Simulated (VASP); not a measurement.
B:

```
B
1.0
     3.82487    0.00000    0.00000
     0.00000    3.82487    0.00000
     0.00000    0.00000    3.92275
B
8
Cartesian
  0.7872 1.7250 3.7234
  0.1874 1.1252 2.1607
  3.6375 2.6997 2.1607
  1.7250 3.0376 0.1994
  3.0376 2.0998 3.7234
  2.6997 0.1874 1.7620
  1.1252 3.6375 1.7620
  2.0998 0.7872 0.1994
```

| Property | Result |
| --- | --- |
| Program | VASP 6.6.1 |
| Task | relaxation of cell and atoms |
| Functional | PBE |
| Potentials or basis | VASP PAW PBE potentials, release 64 (B_h) |
| Cutoff | 910 eV |
| k mesh | 4 × 4 × 4 |
| Occupations | gaussian, width 0.1 eV |
| Spin | no spin polarisation |

At the start: pressure 29.7 GPa; volume 7.17 Å³/atom.

Q: Where does the relaxation end?

A: Over 29 steps the energy falls by 405.8 meV/atom and the volume is 7.74 Å³/atom (+7.9 %); space group I4_1/amd (No. 141, to 0.05 Å).

Step by step:
| step | energy change (eV) | largest force (eV/Å) | pressure (GPa) | volume (Å³) |
| --- | --- | --- | --- | --- |
| 1 | 0.0000 | 1.0540 | 29.71 | 57.39 |
| 2 | -0.8640 | 1.0249 | -11.13 | 69.11 |
| 3 | -0.9617 | 1.0111 | -3.13 | 65.88 |
| 4 | -1.3102 | 0.8300 | -5.33 | 66.28 |
| 5 | -1.6224 | 1.1899 | -9.57 | 67.05 |
| 6 | -1.8259 | 0.9379 | -7.99 | 66.04 |
| 7 | -2.0767 | 0.5575 | -0.31 | 63.09 |
| 8 | -2.0888 | 0.4157 | -2.90 | 63.85 |
| 9 | -2.0927 | 0.4186 | -2.16 | 63.62 |
| 10 | -2.1561 | 0.4286 | -0.61 | 63.17 |
| 11 | -2.2959 | 0.5655 | 4.22 | 61.82 |
| 12 | -2.3396 | 1.4374 | 15.72 | 59.04 |
| 13 | -2.3595 | 1.4524 | 15.86 | 59.00 |
| 14 | -2.4227 | 1.4694 | 16.22 | 58.88 |
| 15 | -2.5433 | 1.4087 | 16.72 | 58.62 |
| 16 | -2.7047 | 1.2776 | 18.03 | 58.04 |
| 17 | -2.7705 | 1.1625 | 22.54 | 56.65 |
| 18 | -2.9718 | 0.6001 | 16.54 | 57.83 |
| 19 | -3.1312 | 0.5723 | 7.45 | 59.99 |
| 20 | -3.1349 | 0.6940 | 6.03 | 60.38 |
| 21 | -3.1830 | 0.4302 | 3.23 | 61.10 |
| 22 | -3.2082 | 0.2876 | -0.47 | 62.15 |
| 23 | -3.2171 | 0.2392 | -0.68 | 62.20 |
| 24 | -3.2349 | 0.1361 | -1.27 | 62.35 |
| 25 | -3.2345 | 0.2480 | -2.21 | 62.65 |
| 26 | -3.2399 | 0.1641 | -1.81 | 62.51 |
| 27 | -3.2455 | 0.0656 | -0.41 | 62.08 |
| 28 | -3.2455 | 0.0586 | -0.48 | 62.10 |
| 29 | -3.2462 | 0.0320 | 0.02 | 61.94 |

Final structure:
```
B
1.0
     3.59842    0.00000    0.00000
     0.00000    3.59842    0.00000
     0.00000    0.00000    4.78390
B
8
Cartesian
  0.8981 1.7990 4.1881
  0.0003 0.9011 2.9878
  3.5982 2.6973 2.9878
  1.7990 2.7003 0.5958
  2.7003 1.7995 4.1881
  2.6973 0.0003 1.7961
  0.9011 3.5982 1.7961
  1.7995 0.8981 0.5958
```

Caveat: the k points lie up to 0.44 Å⁻¹ apart in the final cell.
